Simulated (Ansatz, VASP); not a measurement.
BAs in VASP and in Ansatz

```
B As
1.0
     3.25501    0.00000    0.00000
    -1.62751    2.81892    0.00000
     0.00000    0.00000    5.42102
B As
2 2
Direct
  0.00000 0.00000 0.00000
  0.00000 0.00000 0.50000
  0.33333 0.66667 0.25000
  0.66667 0.33333 0.75000
```

Alike in both runs: task single point; functional PBEsol; k mesh 6 × 6 × 4; occupations fermi-dirac, width 0.05 eV; no spin polarisation.

```csv
,VASP,Ansatz
version,VASP 6.6.1,Ansatz 0.2.0
potentials or method,"VASP PAW PBE potentials, release 64 (B, As)",plane waves
plane-wave cutoff (eV),520,420
valence electrons in the cell,16,36
```

Ansatz gave:

```
pressure (GPa)                                                : -2.7
traceless stress, the component that is largest in VASP (GPa) : 3.01
```

Task: Estimate VASP's values.

Result: Pressure (GPa): -2.2; traceless stress, the component that is largest in VASP (GPa): 3.05.

VASP's potentials were made for PBE, not for PBEsol. VASP's potentials hold 16 valence electrons a cell and Ansatz's 36, so a difference there can come from the potentials and not from the codes.

The k mesh is coarse, so the values compare programs but aren't converged.
